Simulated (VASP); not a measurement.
Runs of VASP 6.6.1 on Ge. The structure is that of space group I4_1/amd (No. 141), or close to it. The cells are those of the table. 

```tsv
level	cell	k mesh	cutoff (eV)	smearing	gap on the mesh (eV)	pressure (GPa)
PBE	a = 3.900 Å, angles 97.4, 97.4, 138.0°, 2 atoms	11 × 11 × 11	520	fermi-dirac 0.05 eV	none	3.1
PBE	a = 3.900 Å, angles 97.4, 97.4, 138.0°, 2 atoms	4 × 4 × 4	500	fermi-dirac 0.02 eV	none	2.8
PBE	a = 3.900 Å, angles 97.4, 97.4, 138.0°, 2 atoms	4 × 4 × 4	520	fermi-dirac 0.02 eV	none	3.0
PBE+D3(BJ)	a = 3.909 Å, angles 97.3, 97.3, 138.1°, 2 atoms	11 × 11 × 11	520	fermi-dirac 0.05 eV	none	(a)
PBEsol+D4	a = 3.861 Å, angles 97.3, 97.3, 138.1°, 2 atoms	11 × 11 × 11	520	fermi-dirac 0.05 eV	none	0.0
revPBE+D4	a = 3.887 Å, angles 97.4, 97.4, 138.1°, 2 atoms	11 × 11 × 11	520	fermi-dirac 0.05 eV	none	-0.2
PBE	a = 3.900 Å, angles 97.4, 97.4, 138.0°, 2 atoms	11 × 11 × 11	520	gaussian 0.014 eV	none	3.1
PBE+D3(BJ)	a = 3.900 Å, angles 97.4, 97.4, 138.0°, 2 atoms	11 × 11 × 11	520	fermi-dirac 0.05 eV	none	0.0
```

Alike in all rows: task single point; potentials or basis VASP PAW PBE potentials, release 64 (Ge_d); no spin polarisation.

Task: Estimate the missing entries.

Result: (a) -0.4.

Caveats: some runs use coarse meshes; pairwise dispersion overbinds metals, which lowers pressure and volume (some runs); three body term missing (some runs); the PAW data sets were made with another functional, which shifts forces and pressure a little (some runs).

A k mesh can miss the band edges, and the runs leave out spin-orbit coupling on Ge.

A gap of «none» marks levels without a gap at the run's occupations.
